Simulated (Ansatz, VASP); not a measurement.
Two plane-wave programs on NbAlS4

```
Al Nb S
1.0
     0.00000    3.88767    3.88767
     3.88767    0.00000    3.88767
     3.88767    3.88767    0.00000
Al Nb S
1 1 4
Direct
  0.75000 0.75000 0.75000
  0.00000 0.00000 0.00000
  0.37410 0.87770 0.37410
  0.37410 0.37410 0.87770
  0.37410 0.37410 0.37410
  0.87770 0.37410 0.37410
```

Change from the starting cell: species swapped into the DyCu4Pd type (F-43m, No. 216).

Alike in both runs: task single point; functional PBE; k mesh 4 × 4 × 4; occupations gaussian, width 0.1 eV; collinear spin.

|  | VASP | Ansatz |
| --- | --- | --- |
| version | VASP 6.6.1 | Ansatz 0.2.0 |
| potentials or method | VASP PAW PBE potentials, release 64 (Al, Nb_sv, S), cutoff 520 eV | scalar-relativistic, plane waves, PAW |
| valence electrons in the cell | 40 | 40 |

Ansatz gave:

* gap on the k mesh at the Fermi level (eV): none
* pressure (GPa): -6.6
* rms of the force components (eV/Å): 0.054
* net moment per atom (μB): 0.40
* size of the moment on the site where the two differ most (μB): 1.92

Question: Which values does VASP return?

Answer: gap on the k mesh at the Fermi level (eV): none; pressure (GPa): -6.7; rms of the force components (eV/Å): 0.053; net moment per atom (μB): 0.40; size of the moment on the site where the two differ most (μB): 1.73.

Site moments also hang on the region over which each program counts them. Atom by atom the forces differ by 0.001 eV/Å (rms over components). A gap of «none» marks a metal or a gap that the smearing closes. Ansatz's warnings: no starting moments.
